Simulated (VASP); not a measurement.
Here is a VASP 6.6.1 calculation.

INCAR

```
ALGO     = Normal         # electronic algorithm
EDIFF    = 1E-7           # SCF threshold, eV
ENCUT    = 520            # plane-wave cutoff, eV
GGA      = PE             # functional
ISIF     = 2              # what is computed and relaxed
ISMEAR   = 0              # smearing method
LASPH    = T              # aspherical terms in the spheres
LCHARG   = F              # write CHGCAR
LREAL    = F              # projectors in reciprocal space
LWAVE    = F              # write WAVECAR
NBANDS   = 44             # bands
NELM     = 60             # most SCF steps
PREC     = Accurate       # precision mode
SIGMA    = 0.2            # smearing width, eV
```

The input KPOINTS:

```
k-points
0
Gamma
  5 5 5
```

POSCAR

```
Ge2Cl
1.0
    2.0716529760      1.1960694034     11.5568733095
   -2.0716529760      1.1960694034     11.5568733095
    0.0000000000     -2.3921388067     11.5568733095
Ge Cl
4 2
Direct
    0.2753191964      0.2753191964      0.2753191964
    0.7246808036      0.7246808036      0.7246808036
    0.0358976174      0.0358976174      0.0358976174
    0.9641023826      0.9641023826      0.9641023826
    0.2124161640      0.2124161640      0.2124161640
    0.7875838360      0.7875838360      0.7875838360
```

Potentials or basis: VASP PAW PBE potentials, release 64 (Ge_d, Cl).

The run is started by

```sh
$ cat potpaw_PBE.64/Ge_d/POTCAR potpaw_PBE.64/Cl/POTCAR > POTCAR
$ mpirun -np 1 vasp_std > vasp.out
```

(1) Estimate the largest force.

(2) Predict the pressure.

(3) What does it give for the band gap on the k mesh?

Results:

(1) 0.059 eV/Å.

(2) -0.1 GPa.

(3) zero (filled and empty bands touch).
